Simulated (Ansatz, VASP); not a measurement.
**P: VASP beside Ansatz**

File INCAR:

```
SYSTEM = P
  ALGO = Normal
  EDIFF = 1E-6
  ENCUT = 520
  GGA = PE
  ISIF = 2
  ISMEAR = 0
  IVDW = 12
  LASPH = .True.
  LCHARG = .False.
  LREAL = .False.
  LWAVE = .False.
  NBANDS = 12
  NELM = 100
  PREC = Accurate
  SIGMA = 0.15
```

The input KPOINTS:

```
k-points
0
Gamma
  24 24 24
  0 0 0
```

Contents of POSCAR:

```
P
1.0
    1.6862031921      0.9735298669      3.0154105815
   -1.6862031921      0.9735298669      3.0154105815
    0.0000000000     -1.9470597338      3.0154105815
P
2
Direct
    0.2336660455      0.2336660455      0.2336660455
    0.7663339545      0.7663339545      0.7663339545
```

Input for Ansatz:

```yaml
crystal:
  lattice:
    - [1.6862031921, 0.9735298669, 3.0154105815]
    - [-1.6862031921, 0.9735298669, 3.0154105815]
    - [0.0, -1.9470597338, 3.0154105815]
  atoms:
    - { symbol: P, position: [0.2336660455, 0.2336660455, 0.2336660455] }
    - { symbol: P, position: [0.7663339545, 0.7663339545, 0.7663339545] }
basis:
  ecutwfc: 420
kpoints:
  mp_grid: { grid: [24, 24, 24] }
hamiltonian:
  xc: pbe
  dispersion: d3bj
scf:
  occupations: { method: gaussian, width: 0.15 }
output:
  forces: true
  stress: true
  eigenvalues: true
```

Alike in both runs: task single point; functional PBE; dispersion D3(BJ); k mesh 24 × 24 × 24; occupations gaussian, width 0.15 eV; no spin polarisation.

|  | VASP | Ansatz |
| --- | --- | --- |
| version | VASP 6.6.1 | Ansatz 0.2.0 |
| potentials or method | VASP PAW PBE potentials, release 64 (P), cutoff 520 eV | scalar-relativistic, plane waves, PAW |
| valence electrons in the cell | 10 | 10 |

Ansatz gave:

| Property | Result |
| --- | --- |
| gap on the k mesh at the Fermi level (eV) | none |
| pressure (GPa) | 0.7 |
| traceless stress, the component that is largest in VASP (GPa) | -3.60 |
| rms of the force components (eV/Å) | 0.062 |

**Question.** Estimate VASP's values.

**Answer.** gap on the k mesh at the Fermi level (eV): none; pressure (GPa): 0.4; traceless stress, the component that is largest in VASP (GPa): -3.53; rms of the force components (eV/Å): 0.094.

Atom by atom the forces differ by 0.031 eV/Å (rms over components). A gap of «none» marks a metal or a gap that the smearing closes.
